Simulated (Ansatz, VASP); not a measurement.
## BaTiO3: VASP beside Ansatz

```xyz
5
Lattice="4.0205 0.0000 0.0000 0.0000 4.0205 0.0000 0.0000 0.0000 4.0205" Properties=species:S:1:pos:R:3 pbc="T T T"
Ba    2.0102    2.0102    2.0102
Ti    0.0000    0.0000    0.0000
O     2.0102    0.0000    0.0000
O     0.0000    2.0102    0.0000
O     0.0000    0.0000    2.0102
```

Alike in both runs: task single point; functional r2SCAN; k mesh 6 × 6 × 6; occupations gaussian, width 0.05 eV; no spin polarisation.

```csv
,VASP,Ansatz
version,VASP 6.6.1,Ansatz 0.2.0
potentials or method,"VASP PAW PBE potentials, release 64 (Ba_sv, Ti_sv, O_h), cutoff 1480 eV","scalar-relativistic, plane waves, PAW"
valence electrons in the cell,40,40
```

|  | VASP | Ansatz | Ansatz less VASP |
| --- | --- | --- | --- |
| gap on the k mesh at the Fermi level (eV) | 2.11 | 2.12 | +0.013 |
| least direct gap on the mesh (eV) | 2.27 | 2.25 | -0.024 |
| pressure (GPa) | -1.6 | -3.4 | -1.79 |

VASP's potentials were made for PBE, not for r2SCAN. The functional is the same, so the differences come from potentials, cutoffs and numerics.

Neither program's run includes spin-orbit coupling.
